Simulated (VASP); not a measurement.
# Be2B2S5 (P4/mmm) in VASP: a series of runs, part 2 of 2

VASP 6.6.1.

**4. Single point, PBE**

This run uses another cell than the first one, of the same volume but with other edges.

INCAR reads:

```
ALGO     = Normal         # electronic algorithm
EDIFF    = 1E-7           # SCF threshold, eV
ENCUT    = 520            # plane-wave cutoff, eV
GGA      = PE             # functional
ISIF     = 2              # what is computed and relaxed
ISMEAR   = 0              # smearing method
LASPH    = True           # aspherical terms in the spheres
LCHARG   = False          # write CHGCAR
LREAL    = False          # projectors in reciprocal space
LWAVE    = False          # write WAVECAR
NBANDS   = 30             # bands
NELM     = 80             # most SCF steps
PREC     = Accurate       # precision mode
SIGMA    = 0.1            # smearing width, eV
```

KPOINTS reads:

```
k-points
0
Gamma
  10 10 6
```

POSCAR reads:

```
Be2B2S5
1.0
    4.2523288514      0.0000000000      0.0000000000
    0.0000000000      4.2523288514      0.0000000000
    0.0000000000      0.0000000000      7.5640308405
Be B S
2 2 5
Direct
    0.5000000000      0.5000000000      0.2349602603
    0.5000000000      0.5000000000      0.7650397397
    0.0000000000      0.0000000000      0.0000000000
    0.0000000000      0.0000000000      0.5000000000
    0.5000000000      0.0000000000      0.1528648899
    0.5000000000      0.0000000000      0.8471351101
    0.5000000000      0.5000000000      0.5000000000
    0.0000000000      0.5000000000      0.1528648899
    0.0000000000      0.5000000000      0.8471351101
```

Potentials or basis: VASP PAW PBE potentials, release 64 (Be, B, S).

Command:

```bash
cat potpaw_PBE.64/Be/POTCAR potpaw_PBE.64/B/POTCAR potpaw_PBE.64/S/POTCAR > POTCAR
mpirun -np 1 vasp_std > vasp.out
```

OUTCAR:

```text
EDIFF = 1E-7
   ENCUT = 520
   GGA = PE
   ISIF = 2
   ISMEAR = 0
   LASPH = True
   LREAL = False
   NELM = 80
   PREC = Accurate

 ion  position               nearest neighbor table
   1  0.500  0.500  0.235-   7 2.00   5 2.21   8 2.21   5 2.21   8 2.21
   2  0.500  0.500  0.765-   7 2.00   6 2.21   9 2.21   6 2.21   9 2.21
   3  0.000  0.000  0.000-   5 2.42   6 2.42   8 2.42   9 2.42   8 2.42   9 2.42   5 2.42   6 2.42

   4  0.000  0.000  0.500-
   5  0.500  0.000  0.153-   1 2.21   1 2.21   6 2.31   3 2.42   3 2.42
   6  0.500  0.000  0.847-   2 2.21   2 2.21   5 2.31   3 2.42   3 2.42
   7  0.500  0.500  0.500-   1 2.00   2 2.00
   8  0.000  0.500  0.153-   1 2.21   1 2.21   9 2.31   3 2.42   3 2.42
   9  0.000  0.500  0.847-   2 2.21   2 2.21   8 2.31   3 2.42   3 2.42

  LATTYP: Found a simple tetragonal cell.
 ALAT       =     4.2523288514
 C/A-ratio  =     1.7787972438

  Lattice vectors:

[... 189 lines left out ...]
  free energy    TOTEN  =       -34.08308519 eV

  energy without entropy =      -34.06904978  energy(sigma->0) =      -34.07606748

 E-fermi :   5.3299     XC(G=0):  -9.9872

 val. band max:        5.3186964152   @ k =   0.4000   0.3000   0.5000
 cond. band min:       5.3319894104   @ k =   0.0000   0.0000   0.0000
 fundamental gap:      0.0132929952
 Fermi energy:         5.3298929436

 k-point     1 :       0.0000    0.0000    0.0000
  band No.  band energies     occupation
      1     -11.2916      2.00000
      2      -8.5847      2.00000
      3      -8.2770      2.00000
      4      -7.5367      2.00000
      5      -5.5875      2.00000
      6      -1.8374      2.00000
[... 781 lines left out ...]
     29       9.0212      0.00000
     30      10.5650      0.00000

 [... further k-points ...]
[... 5 lines left out ...]
  --------------------------------------------------------------------------------------
  -------------------------------------------------------------------------------------
  Total       -0.0187195     -0.0187195     -0.2476948      0.0000000      0.0000000      0.0000000
  in kB       -0.2192795     -0.2192795     -2.9014866      0.0000000      0.0000000      0.0000000
  external PRESSURE =      -1.1133485 kB  Pullay stress =       0.0000000 kB

 VOLUME and BASIS-vectors are now :
 -----------------------------------------------------------------------------
  energy-cutoff  :      520.00
  volume of cell :      136.78
      direct lattice vectors                 reciprocal lattice vectors
     4.252328851  0.000000000  0.000000000     0.235165255  0.000000000  0.000000000
     0.000000000  4.252328851  0.000000000     0.000000000  0.235165255  0.000000000
     0.000000000  0.000000000  7.564030841     0.000000000  0.000000000  0.132204643

 POSITION                                       TOTAL-FORCE (eV/Angst)
 -----------------------------------------------------------------------------------
      2.12616      2.12616      1.77725         0.000000      0.000000     -0.006383
      2.12616      2.12616      5.78678         0.000000      0.000000      0.006383
      0.00000      0.00000      0.00000         0.000000     -0.000000      0.000000
      0.00000      0.00000      3.78202         0.000000     -0.000000      0.000000
      2.12616      0.00000      1.15627         0.000000     -0.000000     -0.042594
      2.12616      0.00000      6.40776        -0.000000     -0.000000      0.042594
      2.12616      2.12616      3.78202         0.000000     -0.000000      0.000000
      0.00000      2.12616      1.15627         0.000000      0.000000     -0.042594
      0.00000      2.12616      6.40776         0.000000      0.000000      0.042594
 -----------------------------------------------------------------------------------
    total drift:                                0.000000      0.000000      0.000000

  FREE ENERGIE OF THE ION-ELECTRON SYSTEM (eV)
  ---------------------------------------------------
  free  energy   TOTEN  =       -34.0830851896 eV

  energy  without entropy=      -34.0690497800  energy(sigma->0) =      -34.07606748
```

OSZICAR:

```text
N       E                     dE             d eps       ncg     rms          rms(c)
DAV:   1     0.166632561828E+03    0.16663E+03   -0.17603E+04  5040   0.117E+03
DAV:   2    -0.192094490282E+02   -0.18584E+03   -0.17817E+03  6428   0.200E+02
DAV:   3    -0.345306514740E+02   -0.15321E+02   -0.14837E+02  6784   0.609E+01
DAV:   4    -0.348786773812E+02   -0.34803E+00   -0.34588E+00  6494   0.987E+00
DAV:   5    -0.348865339216E+02   -0.78565E-02   -0.78503E-02  6666   0.154E+00    0.188E+01
DAV:   6    -0.341287514077E+02    0.75778E+00   -0.14604E+00  6364   0.524E+00    0.114E+01
DAV:   7    -0.340827404284E+02    0.46011E-01   -0.53395E-01  6482   0.315E+00    0.259E+00
DAV:   8    -0.340843556729E+02   -0.16152E-02   -0.38674E-02  6142   0.968E-01    0.387E-01
DAV:   9    -0.340830599581E+02    0.12957E-02   -0.53237E-03  6156   0.342E-01    0.190E-01
DAV:  10    -0.340830360115E+02    0.23947E-04   -0.82038E-04  6388   0.129E-01    0.997E-02
DAV:  11    -0.340830827910E+02   -0.46779E-04   -0.13445E-04  6186   0.535E-02    0.439E-02
DAV:  12    -0.340830841065E+02   -0.13156E-05   -0.89133E-06  6312   0.138E-02    0.249E-02
DAV:  13    -0.340830852770E+02   -0.11705E-05   -0.34704E-06  6090   0.836E-03    0.486E-03
DAV:  14    -0.340830850939E+02    0.18310E-06   -0.14106E-06  6310   0.498E-03    0.163E-03
DAV:  15    -0.340830851896E+02   -0.95707E-07   -0.16271E-07  4198   0.186E-03
   1 F= -.34083085E+02 E0= -.34076067E+02  d E =-.140354E-01
```

Wall time 3.1 min (1 thread of Intel Xeon Platinum 8488C (Sapphire Rapids), shared host); peak memory 0.4 GiB.

Results:

```yaml
Free_energy: -34.0831 eV
Pressure: -0.1 GPa
Largest_force: 0.043 eV/Å
Band_gap_on_the_k_mesh: zero (bands 20 and 21 overlap by 1.44 eV)
```

Forces in eV/Å, atoms in the order of the input:
```
Be   0.000  0.000 -0.006
Be   0.000  0.000  0.006
B    0.000  0.000  0.000
B    0.000  0.000  0.000
S    0.000  0.000 -0.043
S    0.000  0.000  0.043
S    0.000  0.000  0.000
S    0.000  0.000 -0.043
S    0.000  0.000  0.043
```

Stress tensor (GPa, compression positive):
```
-0.02  0.00  0.00
 0.00 -0.02  0.00
 0.00  0.00 -0.29
```

**5. The runs side by side**

| task | cell | k mesh | cutoff (eV) | gap on the mesh (eV) | pressure (GPa) | largest force (eV/Å) |
| --- | --- | --- | --- | --- | --- | --- |
| single point | a = 4.293, b = 4.293, c = 7.413 Å, 9 atoms, atomic positions A | 4 × 4 × 2 | 520 | none | -0.1 | 0.04 |
| relaxation of cell and atoms | relaxed from a = 4.080, b = 4.080, c = 7.707 Å, 9 atoms, atomic positions B | 4 × 4 × 2 | 600 | none | -0.1 | 0.01 |
| single point | a = 4.252, b = 4.252, c = 7.564 Å, 9 atoms, atomic positions C | 10 × 10 × 6 | 520 | none | -0.1 | 0.04 |

Alike in all rows: level PBE; potentials or basis VASP PAW PBE potentials, release 64 (Be, B, S); no spin polarisation; smearing gaussian 0.1 eV.

Caveats: some runs use coarse meshes.

Absolute energies hang on the potentials; compare differences alone.

The gap in the log of VASP goes by the Fermi energy; the results here count the filled bands.